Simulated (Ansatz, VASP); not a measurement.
BeTe: VASP beside Ansatz

POSCAR

```
BeTe
1.0
    4.0707647334      0.0000000000      0.0000000000
   -2.0353823667      3.5253856719      0.0000000000
    0.0000000000      0.0000000000      8.2246846532
Be Te
2 2
Direct
    0.3333333333      0.6666666667      0.2500000000
    0.6666666667      0.3333333333      0.7500000000
    0.6666666667      0.3333333333      0.2500000000
    0.3333333333      0.6666666667      0.7500000000
```

INCAR.step1

```
SYSTEM = BeTe
ALGO = Normal
EDIFF = 1E-4
ENCUT = 520
GGA = PE
ISMEAR = 0
LASPH = .True.
LCHARG = .False.
LREAL = .False.
LWAVE = .True.
NBANDS = 16
NELM = 80
PREC = Accurate
SIGMA = 0.01
```

The input INCAR.step2:

```
SYSTEM = BeTe
ALGO = Normal
EDIFF = 1E-7
ENCUT = 520
ISIF = 2
ISMEAR = 0
ISTART = 1
LASPH = .True.
LCHARG = .True.
LELF = .True.
LMIXTAU = .True.
LREAL = .False.
LVHAR = .True.
LWAVE = .False.
METAGGA = R2SCAN
NBANDS = 16
NELM = 80
PREC = Accurate
SIGMA = 0.01
```

Contents of KPOINTS:

```
k-points
0
Gamma
  6 6 4
  0 0 0
```

Input for Ansatz:

```yaml
crystal:
  lattice:
    - [4.0707647334, 0.0, 0.0]
    - [-2.0353823667, 3.5253856719, 0.0]
    - [0.0, 0.0, 8.2246846532]
  atoms:
    - { symbol: Be, position: [0.3333333333, 0.6666666667, 0.25] }
    - { symbol: Be, position: [0.6666666667, 0.3333333333, 0.75] }
    - { symbol: Te, position: [0.6666666667, 0.3333333333, 0.25] }
    - { symbol: Te, position: [0.3333333333, 0.6666666667, 0.75] }
kpoints:
  mp_grid: { grid: [6, 6, 4] }
hamiltonian:
  xc: r2scan
scf:
  occupations: { method: fixed }
  n_extra_bands: 5
output:
  forces: true
  stress: true
  eigenvalues: true
```

Alike in both runs: task single point; functional r2SCAN; k mesh 6 × 6 × 4; no spin polarisation.

|  | VASP | Ansatz |
| --- | --- | --- |
| version | VASP 6.6.1 | Ansatz 0.2.0 |
| potentials or method | VASP PAW PBE potentials, release 64 (Be, Te) | plane waves, PAW |
| plane-wave cutoff (eV) | 520 | 500 |
| occupations | gaussian, width 0.01 eV | fixed |
| valence electrons in the cell | 16 | 36 |

```csv
,VASP,Ansatz,Ansatz less VASP
gap on the k mesh at the Fermi level (eV),3.09,3.10,+0.015
pressure (GPa),-1.2,-1.2,-0.04
"traceless stress, the component that is largest in VASP (GPa)",1.03,1.07,+0.045
```

VASP's potentials were made for PBE, not for r2SCAN. VASP's potentials hold 16 valence electrons a cell and Ansatz's 36, so a difference there can come from the potentials and not from the codes.

Spin-orbit coupling is off throughout.
